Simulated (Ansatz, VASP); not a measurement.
Two plane-wave programs on PPt

```
Pt P
1.0
     0.00000    2.69669    2.69669
     2.69669    0.00000    2.69669
     2.69669    2.69669    0.00000
Pt P
1 1
Direct
  0.00000 0.00000 0.00000
  0.25000 0.25000 0.25000
```

Alike in both runs: task single point; functional r2SCAN; k mesh 12 × 12 × 12; occupations gaussian, width 0.05 eV; no spin polarisation.

```csv
,VASP,Ansatz
version,VASP 6.6.1,Ansatz 0.2.0
potentials or method,"VASP PAW PBE potentials, release 64 (Pt, P), cutoff 520 eV","scalar-relativistic, plane waves, PAW"
valence electrons in the cell,15,23
```

VASP gave:

* gap on the k mesh at the Fermi level (eV): none
* pressure (GPa): -5.5

Question: What did Ansatz give for the same quantities?

Answer: gap on the k mesh at the Fermi level (eV): none; pressure (GPa): -5.4.

VASP's potentials were made for PBE, not for r2SCAN. A gap of «none» marks a metal or a gap that the smearing closes. VASP's potentials hold 15 valence electrons a cell and Ansatz's 23, so a difference there can come from the potentials and not from the codes.

Spin-orbit coupling is off throughout.
